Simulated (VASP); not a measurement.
# Li (R-3m) in VASP: a series of runs

Li is run at these levels: PBEsol; tasks: electric field gradients.

Everything below comes from runs of VASP 6.6.1. Logs are shortened: lines on timing, memory, paths and dates and some standing lists are left out, and cuts for length are marked.

### Step 1. The cell of the first run

The structure is trigonal, space group R-3m (No. 166). The conventional cell has a = 3.008 Å, b = 3.008 Å, c = 22.765 Å, α = 90.00°, β = 90.00°, γ = 120.00°. Li (site symmetry -3m) has 12 Li at 3.01 to 3.07 Å within 4.0 Å. Li (site symmetry 3m) has 12 Li at 3.01 to 3.07 Å within 4.0 Å.

### Step 2. Electric field gradients, PBEsol (equal xx and yy strain of -3 %)

INCAR

```
PREC = Accurate
ENCUT = 520
EDIFF = 1E-8
ISMEAR = -1
SIGMA = 0.05
LREAL = False
LASPH = True
NELM = 60
ALGO = Normal
ISIF = 2
LWAVE = False
LCHARG = False
GGA = PS
LEFG = True
NBANDS = 12
```

KPOINTS

```
regular mesh
0
Gamma
  12 12 12
```

POSCAR

```
Li
1.0
    1.5039839967      0.8683255653      7.5883000000
   -1.5039839967      0.8683255653      7.5883000000
    0.0000000000     -1.7366511308      7.5883000000
Li
3
Direct
    0.0000000000      0.0000000000      0.0000000000
    0.2220000000      0.2220000000      0.2220000000
    0.7780000000      0.7780000000      0.7780000000
```

Potentials or basis: VASP PAW PBE potentials, release 64 (Li_sv).

The run is started by

```
> cat potpaw_PBE.64/Li_sv/POTCAR > POTCAR
> mpirun -np 1 vasp_std > vasp.out
```

OUTCAR:

```text
PREC = Accurate
   ENCUT = 520
   EDIFF = 1E-8
   ISMEAR = -1
   LREAL = False
   LASPH = True
   NELM = 60
   ISIF = 2
   GGA = PS

 ion  position               nearest neighbor table
   1  0.000  0.000  0.000-
   2  0.222  0.222  0.222-
   3  0.778  0.778  0.778-

  LATTYP: Found a trigonal (rhomboedric) cell.
 ALAT       =     7.7844880397
 COS(alpha) =     0.9253454444

  Lattice vectors:

 A1 = (   1.5039839967,   0.8683255653,   7.5883000000)
 A2 = (  -1.5039839967,   0.8683255653,   7.5883000000)
 A3 = (   0.0000000000,  -1.7366511308,   7.5883000000)

Analysis of symmetry for initial positions (statically):
=====================================================================
 Subroutine PRICEL returns:
 Original cell was already a primitive cell.

 Routine SETGRP: Setting up the symmetry group for a
 trigonal (rhombohedral) supercell.

 Subroutine GETGRP returns: Found 12 space group operations
 (whereof 12 operations were pure point group operations)
 out of a pool of 12 trial point group operations.

The static configuration has the point symmetry D_3d.

Analysis of symmetry for dynamics (positions and initial velocities):
=====================================================================
 Subroutine PRICEL returns:
 Original cell was already a primitive cell.

 Routine SETGRP: Setting up the symmetry group for a
 trigonal (rhombohedral) supercell.

 Subroutine GETGRP returns: Found 12 space group operations
 (whereof 12 operations were pure point group operations)
 out of a pool of 12 trial point group operations.

The dynamic configuration has the point symmetry D_3d.

 Subroutine INISYM returns: Found 12 space group operations
 (whereof 12 operations are pure point group operations),
 and found     1 'primitive' translations

----------------------------------------------------------------------------------------

                                     Primitive cell

  volume of cell :      59.4595

  direct lattice vectors                    reciprocal lattice vectors
     1.503983997  0.868325565  7.588300000     0.332450346  0.191940297  0.043927274
    -1.503983997  0.868325565  7.588300000    -0.332450346  0.191940297  0.043927274
     0.000000000 -1.736651131  7.588300000     0.000000000 -0.383880593  0.043927274

  length of vectors
     7.784488040  7.784488040  7.784488040     0.386385708  0.386385708  0.386385708

  position of ions in fractional coordinates (direct lattice)
     0.000000000  0.000000000  0.000000000
     0.222000000  0.222000000  0.222000000
     0.778000000  0.778000000  0.778000000

  ion indices of the primitive-cell ions
   primitive index   ion index
                 1           1
                 2           2
                 3           3

----------------------------------------------------------------------------------------

 KPOINTS: regular mesh

Automatic generation of k-mesh.
 Grid dimensions read from file:
 generate k-points for:   12   12   12

 Generating k-lattice:

  Cartesian coordinates                     Fractional coordinates (reciprocal lattice)
     0.027704195  0.015995025  0.003660606     0.083333333 -0.000000000 -0.000000000
    -0.027704195  0.015995025  0.003660606    -0.000000000  0.083333333 -0.000000000
     0.000000000 -0.031990049  0.003660606     0.000000000  0.000000000  0.083333333

  Length of vectors
     0.032198809  0.032198809  0.032198809

  Shift w.r.t. Gamma in fractional coordinates (k-lattice)
     0.000000000  0.000000000  0.000000000

 Subroutine IBZKPT returns following result:
 ===========================================

 Found    189 irreducible k-points:

 Following reciprocal coordinates:
            Coordinates               Weight
  0.000000  0.000000  0.000000      1.000000
  0.083333  0.000000  0.000000      6.000000
  0.166667 -0.000000  0.000000      6.000000
  0.250000  0.000000  0.000000      6.000000
  0.333333 -0.000000 -0.000000      6.000000
  0.416667 -0.000000  0.000000      6.000000
[... 16 lines left out ...]
  0.500000  0.166667  0.000000     12.000000
 -0.416667  0.166667  0.000000     12.000000
 [... further k-points ...]
   k-points           NKPTS =    189   k-points in BZ     NKDIM =    189   number of bands    NBANDS=     12
   number of dos      NEDOS =    301   number of ions     NIONS =      3
   total plane-waves  NPLWV = 216000
   dimension x,y,z NGX =    60 NGY =   60 NGZ =   60
   dimension x,y,z NGXF=   120 NGYF=  120 NGZF=  120
   ions per type =               3
   NGX,Y,Z   is equivalent  to a cutoff of  12.81, 12.81, 12.81 a.u.
   NGXF,Y,Z  is equivalent  to a cutoff of  25.63, 25.63, 25.63 a.u.
 SYSTEM =  unknown system
   PREC   = accura    normal or accurate (medium, high low for compatibility)
   ISTART =      0    job   : 0-new  1-cont  2-samecut
   ICHARG =      2    charge: 1-file 2-atom 10-const
   ISPIN  =      1    spin polarized calculation?
   LNONCOLLINEAR =      F non collinear calculations
   LSORBIT =      F    spin-orbit coupling
   LASPH  =      T    aspherical Exc in radial PAW
   ENCUT  =  520.0 eV  38.22 Ry    6.18 a.u.  14.47 14.47 14.47*2*pi/ulx,y,z
   NELM   =     60;   NELMIN=  2; NELMDL= -5     # of ELM steps
   EDIFF  = 0.1E-07   stopping-criterion for ELM
   LREAL  =      F    real-space projection
   EDIFFG = 0.1E-06   stopping-criterion for IOM
   NSW    =      0    number of steps for IOM
   IBRION =     -1    ionic relax: 0-MD 1-quasi-New 2-CG
   NFREE  =      0    steps in history (QN), initial steepest desc. (CG)
   ISIF   =      2    stress and relaxation
   ISYM   =      2    0-nonsym 1-usesym 2-fastsym
   POTIM  = 0.5000    time-step for ionic-motion
   TEBEG  =    0.0;   TEEND  =   0.0 temperature during run
   PSTRESS=    0.0 pullay stress
   NELECT =       9.0000    total number of electrons
   NUPDOWN=      -1.0000    fix difference up-down
   EMIN   =  10.00;   EMAX   =-10.00  energy-range for DOS
   EFERMI =   0.00;   METHOD = LEGACY
   ISMEAR =    -1;   SIGMA  =   0.05  broadening in eV -4-tet -1-fermi 0-gaus
   EFERMI_NEDOS =   21; number of points for ismear=-14 and -15
   IALGO  =     38    algorithm
   IMIX   =      4    mixing-type and parameters
     AMIX     =   0.40;   BMIX     =  1.00
     AMIX_MAG =   1.60;   BMIX_MAG =  1.00
  volume/ion in A,a.u.               =      19.82       133.75
  Fermi-wavevector in a.u.,A,eV,Ry     =   0.872466  1.648722 10.356712  0.761197
  Thomas-Fermi vector in A             =   1.991719
   LORBIT       =      0    0 simple, 1 ext, 2 COOP (PROOUT), +10 PAW based schemes
   GGA     = PS    functional components
   LHFCALC =     F    Hartree Fock is set to
   AEXX    =    0.0000 exact exchange contribution
   IVDW    =     0    specifies the selected vdW correction
   LEPSILON=     F    determine dielectric tensor
   LRPA    =     F    only Hartree local field effects (RPA)
 non-spin polarized calculation
  energy-cutoff  :      520.00
  volume of cell :       59.46
 maximum number of plane-waves:      1632
 NGX is ok and might be reduce to    60
   NGX = 29   NGY = 29   NGZ = 29

 number of electron       9.0000011 magnetization

 Free energy of the ion-electron system (eV)
  ---------------------------------------------------
  ext. energy  EPLUGINS =         0.00000000
  ---------------------------------------------------
  free energy    TOTEN  =        -5.90504414 eV

  energy without entropy =       -5.89266192  energy(sigma->0) =       -5.89885303

 E-fermi :   0.6622     XC(G=0):  -7.0727

 val. band max:        0.6557267371   @ k =  -0.2500   0.5000   0.2500
 cond. band min:       0.6769765631   @ k =   0.5000   0.0000   0.0000
 fundamental gap:      0.0212498259
 Fermi energy:         0.6621994639

 k-point     1 :       0.0000    0.0000    0.0000
  band No.  band energies     occupation
      1     -45.1884      2.00000
      2     -45.1746      2.00000
      3     -45.1696      2.00000
      4      -2.8940      2.00000
      5      -1.0039      2.00000
      6      -1.0033      2.00000
      7       6.1083      0.00000
      8       6.1357      0.00000
      9      14.0554      0.00000
     10      14.0554      0.00000
     11      14.1853      0.00000
     12      14.1853      0.00000

 k-point     2 :       0.0833    0.0000    0.0000
  band No.  band energies     occupation
      1     -45.1871      2.00000
      2     -45.1737      2.00000
      3     -45.1687      2.00000
      4      -2.7792      2.00000
      5      -0.9815      2.00000
      6      -0.7788      2.00000
      7       5.9628      0.00000
      8       6.4220      0.00000
      9      12.7254      0.00000
     10      13.2239      0.00000
     11      13.4860      0.00000
     12      13.6840      0.00000

 k-point     3 :       0.1667   -0.0000    0.0000
  band No.  band energies     occupation
      1     -45.1835      2.00000
      2     -45.1712      2.00000
      3     -45.1662      2.00000
      4      -2.4344      2.00000
      5      -0.7198      2.00000
      6      -0.3050      2.00000
      7       5.9104      0.00000
      8       6.8518      0.00000
      9      10.5435      0.00000
     10      11.5092      0.00000
     11      12.1409      0.00000
     12      12.6095      0.00000
[... 286 lines left out ...]
 k-point    23 :       0.5000    0.1667    0.0000
  band No.  band energies     occupation
      1     -45.1688      2.00000
      2     -45.1600      2.00000
      3     -45.1572      2.00000
      4       0.3423      1.99668
      5       1.3783      0.00000
      6       2.6380      0.00000
      7       4.3458      0.00000
      8       5.4243      0.00000
      9       6.0912      0.00000
     10       6.8449      0.00000
     11       8.1061      0.00000
     12       9.4553      0.00000

 k-point    24 :      -0.4167    0.1667    0.0000
  band No.  band energies     occupation
      1     -45.1677      2.00000
      2     -45.1588      2.00000
      3     -45.1567      2.00000
      4       1.1240      0.00019
      5       1.9397      0.00000
      6       2.2069      0.00000
      7       4.4702      0.00000
      8       4.6926      0.00000
      9       5.2834      0.00000
     10       7.2513      0.00000
     11       7.8676      0.00000
     12       9.3044      0.00000

 [... further k-points ...]

------------------------ aborting loop because EDIFF is reached ----------------------------------------

  FORCE on cell =-STRESS in cart. coord.  units (eV):
  Direction    XX          YY          ZZ          XY          YZ          ZX
  --------------------------------------------------------------------------------------
  -------------------------------------------------------------------------------------
  Total        0.1888713      0.1888713     -0.1792853      0.0000000      0.0000000      0.0000000
  in kB        5.0892653      5.0892653     -4.8309639      0.0000000      0.0000000      0.0000000
  external PRESSURE =       1.7825222 kB  Pullay stress =       0.0000000 kB

 VOLUME and BASIS-vectors are now :
 -----------------------------------------------------------------------------
  energy-cutoff  :      520.00
  volume of cell :       59.46
      direct lattice vectors                 reciprocal lattice vectors
     1.503983997  0.868325565  7.588300000     0.332450346  0.191940297  0.043927274
    -1.503983997  0.868325565  7.588300000    -0.332450346  0.191940297  0.043927274
     0.000000000 -1.736651131  7.588300000     0.000000000 -0.383880593  0.043927274

 POSITION                                       TOTAL-FORCE (eV/Angst)
 -----------------------------------------------------------------------------------
      0.00000      0.00000      0.00000         0.000000     -0.000000     -0.000000
      0.00000     -0.00000      5.05381         0.000000     -0.000000      0.010197
      0.00000     -0.00000     17.71109         0.000000      0.000000     -0.010197
 -----------------------------------------------------------------------------------
    total drift:                               -0.000000     -0.000000      0.000000

  FREE ENERGIE OF THE ION-ELECTRON SYSTEM (eV)
  ---------------------------------------------------
  free  energy   TOTEN  =        -5.9050441426 eV

  energy  without entropy=       -5.8926619194  energy(sigma->0) =       -5.89885303

 Electric field gradients (V/A^2)
---------------------------------------------------------------------
 ion       V_xx      V_yy      V_zz      V_xy      V_xz      V_yz
---------------------------------------------------------------------
   1       0.047     0.047    -0.093    -0.000    -0.000     0.000
   2       0.040     0.040    -0.079     0.000    -0.000     0.000
   3       0.040     0.040    -0.079    -0.000    -0.000     0.000
---------------------------------------------------------------------

 Electric field gradients after diagonalization (V/A^2)
 (convention: |V_zz| > |V_xx| > |V_yy|)
----------------------------------------------------------------------
 ion       V_xx      V_yy      V_zz     asymmetry (V_yy - V_xx)/ V_zz
----------------------------------------------------------------------
   1       0.047     0.047    -0.093       0.000
   2       0.040     0.040    -0.079       0.000
   3       0.040     0.040    -0.079       0.000
----------------------------------------------------------------------

           NMR quadrupolar parameters

 Cq : quadrupolar parameter    Cq=e*Q*V_zz/h
 eta: asymmetry parameters     (V_yy - V_xx)/ V_zz
 Q  : nuclear electric quadrupole moment in mb (millibarn)
----------------------------------------------------------------------
 ion       Cq(MHz)       eta       Q (mb)
----------------------------------------------------------------------
   1      -0.000       0.000       1.000
   2      -0.000       0.000       1.000
   3      -0.000       0.000       1.000
----------------------------------------------------------------------
```

Run time: 9.7 min. Hardware: 1 thread of Intel Xeon Platinum 8259CL at 2.50GHz (Skylake/Cascade Lake), shared host; peak memory 0.5 GiB.

What came out:

```yaml
Free_energy: -5.9050 eV
Largest_force: 0.010 eV/Å
```

Forces on the atoms (eV/Å):
```
Li   0.000  0.000  0.000
Li   0.000  0.000  0.010
Li   0.000  0.000 -0.010
```

Caveat: the cell differs from its parent crystal (equal xx and yy strain of -3 %); the cutoff is under 1.25 times the usual one of these potentials, so pressure, stress and relaxed cells hold a basis-set (Pulay) error; without QUAD_EFG the Cq values of the log hold for a quadrupole moment of 1 mb, not for the nuclei; the PAW data sets were made with another functional, which shifts forces and pressure a little.

(Continued in part 2 of 2.)
